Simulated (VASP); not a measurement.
Crystal: Ag.

```
Ag
1.0
     0.00000    2.02723    2.02723
     2.02723    0.00000    2.02723
     2.02723    2.02723    0.00000
Ag
1
Direct
  0.00000 0.00000 0.00000
```

Base run:

```yaml
Program: VASP 6.6.1
Functional: PBEsol
Potentials_or_basis: VASP PAW PBE potentials, release 64 (Ag)
Cutoff: 520 eV
k_mesh: 18 × 18 × 18
Occupations: gaussian, width 0.1 eV
Spin: no spin polarisation
```

Its results: band gap on the k mesh zero (an odd number of electrons rules out a gap without spin polarisation); pressure -0.2 GPa.

**Question.** The run is repeated on the same cell with these changes: further incar settings from ALGO = Normal; EDIFF = 1e-06; NBANDS = 12 to ALGO = Normal; EDIFF = 1e-07; NBANDS = 12; dispersion from none to D4. What comes out?

**Answer.** Band gap on the k mesh zero (an odd number of electrons rules out a gap without spin polarisation); pressure -3.3 GPa.

Caveats: the PAW data sets were made with another functional, which shifts forces and pressure a little; the cell stands under tension (at least some runs).
